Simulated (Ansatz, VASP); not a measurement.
Two plane-wave programs on BaTiO3

INCAR

```
ALGO = Normal ; EDIFF = 1E-6
EDIFFG = -0.01 ; ENCUT = 600
GGA = PE ; IBRION = 2
ISIF = 3 ; ISMEAR = 0
LASPH = T ; LCHARG = F
LREAL = F ; LWAVE = F
NELM = 100 ; NSW = 100
PREC = Accurate ; SIGMA = 0.02
```

Contents of KPOINTS:

```
k-points
0
Gamma
  8 8 8
```

Contents of POSCAR:

```
BaTiO3
1.0
    4.0072999000      0.0000000000      0.0000000000
    0.0000000000      4.0072999000      0.0000000000
    0.0000000000      0.0000000000      4.0072999000
Ba Ti O
1 1 3
Direct
    0.5000000000      0.5000000000      0.5000000000
    0.0000000000      0.0000000000      0.0000000000
    0.5000000000      0.0000000000      0.0000000000
    0.0000000000      0.5000000000      0.0000000000
    0.0000000000      0.0000000000      0.5000000000
```

Input for Ansatz:

```yaml
crystal:
  lattice:
    - [4.0072999, 0.0, 0.0]
    - [0.0, 4.0072999, 0.0]
    - [0.0, 0.0, 4.0072999]
  atoms:
    - { symbol: Ba, position: [0.5, 0.5, 0.5] }
    - { symbol: Ti, position: [0.0, 0.0, 0.0] }
    - { symbol: O, position: [0.5, 0.0, 0.0] }
    - { symbol: O, position: [0.0, 0.5, 0.0] }
    - { symbol: O, position: [0.0, 0.0, 0.5] }
basis:
  ecutwfc: 420
kpoints:
  mp_grid: { grid: [8, 8, 8] }
hamiltonian:
  xc: pbe
scf:
  occupations: { method: gaussian, width: 0.02 }
output:
  forces: true
  stress: true
  eigenvalues: true
  write_density: true
  write_potential: true
  elf: true
  volumetric_format: npy
relax:
  adjacent_minimum: "off"
  f_tol: 0.01
  max_steps: 80
  cell: { stress_tol: 0.05 }
```

Alike in both runs: task relaxation of cell and atoms; functional PBE; k mesh 8 × 8 × 8; occupations gaussian, width 0.02 eV; no spin polarisation.

```csv
,VASP,Ansatz
version,VASP 6.6.1,Ansatz 0.2.0
potentials or method,"VASP PAW PBE potentials, release 64 (Ba_sv, Ti_sv, O), cutoff 600 eV","scalar-relativistic, plane waves, PAW"
valence electrons in the cell,40,40
```

```tsv
	VASP	Ansatz	Ansatz less VASP
gap on the k mesh at the Fermi level, each at its own relaxed structure (eV)	1.70	1.78	+0.082
relaxed volume (Å³/atom)	13.11	12.99	-0.123
relaxed cell length with the largest relative difference (Å)	4.032	4.019	-0.0127
```

Spin-orbit coupling is off throughout.
